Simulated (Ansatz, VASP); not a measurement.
## One calculation of AlAs, two programs

```
Al As
1.0
     0.00000    2.84000    2.84000
     2.84000    0.00000    2.84000
     2.84000    2.84000    0.00000
Al As
1 1
Direct
  0.00000 0.00000 0.00000
  0.25000 0.25000 0.25000
```

Alike in both runs: task relaxation of cell and atoms; functional r2SCAN; k mesh 8 × 8 × 8; occupations gaussian, width 0.02 eV; no spin polarisation.

|  | VASP | Ansatz |
| --- | --- | --- |
| version | VASP 6.6.1 | Ansatz 0.2.0 |
| potentials or method | VASP PAW PBE potentials, release 64 (Al, As), cutoff 550 eV | scalar-relativistic, plane waves, PAW |
| valence electrons in the cell | 8 | 18 |

```tsv
	VASP	Ansatz	Ansatz less VASP
gap on the k mesh at the Fermi level, each at its own relaxed structure (eV)	1.80	1.81	+0.009
relaxed volume (Å³/atom)	22.87	22.87	-0.003
relaxed cell length with the largest relative difference (Å)	4.014	4.014	-0.0002
```

VASP's potentials were made for PBE, not for r2SCAN. VASP's potentials hold 8 valence electrons a cell and Ansatz's 18, so a difference there can come from the potentials and not from the codes.
